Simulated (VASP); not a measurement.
Here is a VASP 6.6.1 calculation.

The input INCAR:

```
SYSTEM = Lu
ALGO = Normal ; EDIFF = 1E-6
ENCUT = 520 ; GGA = RP
ISIF = 2 ; ISMEAR = -1
LASPH = .True. ; LCHARG = .True.
LELF = .True. ; LREAL = .False.
LVHAR = .True. ; LWAVE = .False.
NBANDS = 18 ; NELM = 100
PREC = Accurate ; SIGMA = 0.1
```

KPOINTS

```
k-points
0
Gamma
  13 13 13
  0 0 0
```

File POSCAR:

```
Lu
1.0
   -1.9819633453      1.9819633453      1.9819633453
    1.9819633453     -1.9819633453      1.9819633453
    1.9819633453      1.9819633453     -1.9819633453
Lu
1
Direct
    0.0000000000      0.0000000000      0.0000000000
```

Potentials or basis: VASP PAW PBE potentials, release 64 (Lu).

Run with:

```bash
$ cat potpaw_PBE.64/Lu/POTCAR > POTCAR
$ mpirun -np 1 vasp_std > vasp.out
```

Question: What does it give for the pressure?

Answer: 0.1 GPa.

Caveat: the PAW data sets were made with another functional, which shifts forces and pressure a little.
